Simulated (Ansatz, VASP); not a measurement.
## One calculation of C, two programs

```
CELL_PARAMETERS angstrom
2.52210 0.00000 0.00000
-1.26105 2.18420 0.00000
0.00000 0.00000 8.23710
ATOMIC_POSITIONS crystal
C 0.66667 0.33333 0.84375
C 0.33333 0.66667 0.34375
C 0.66667 0.33333 0.65625
C 0.33333 0.66667 0.15625
C 0.00000 0.00000 0.90625
C 0.00000 0.00000 0.40625
C 0.00000 0.00000 0.59375
C 0.00000 0.00000 0.09375
```

Alike in both runs: task single point; functional BLYP; k mesh 12 × 12 × 4; occupations fermi-dirac, width 0.05 eV; no spin polarisation.

|  | VASP | Ansatz |
| --- | --- | --- |
| version | VASP 6.6.1 | Ansatz 0.2.0 |
| potentials or method | VASP PAW PBE potentials, release 64 (C) | Ansatz PAW |
| plane-wave cutoff (eV) | 520 | 420 |
| valence electrons in the cell | 32 | 32 |

Ansatz gave:

```
gap on the k mesh at the Fermi level (eV)                     : 4.75
least direct gap on the mesh (eV)                             : 5.34
pressure (GPa)                                                : 11.5
traceless stress, the component that is largest in VASP (GPa) : 8.26
rms of the force components (eV/Å)                            : 0.188
```

Q: Which values does VASP return?

A: gap on the k mesh at the Fermi level (eV): 4.75; least direct gap on the mesh (eV): 5.35; pressure (GPa): 12.3; traceless stress, the component that is largest in VASP (GPa): 8.25; rms of the force components (eV/Å): 0.188.

VASP's potentials were made for PBE, not for BLYP. Atom by atom the forces differ by 0.001 eV/Å (rms over components). With one functional, cell and mesh, what is left measures potentials, basis and numerics.

Noted on Ansatz's run: Pulay correction over one GPa.
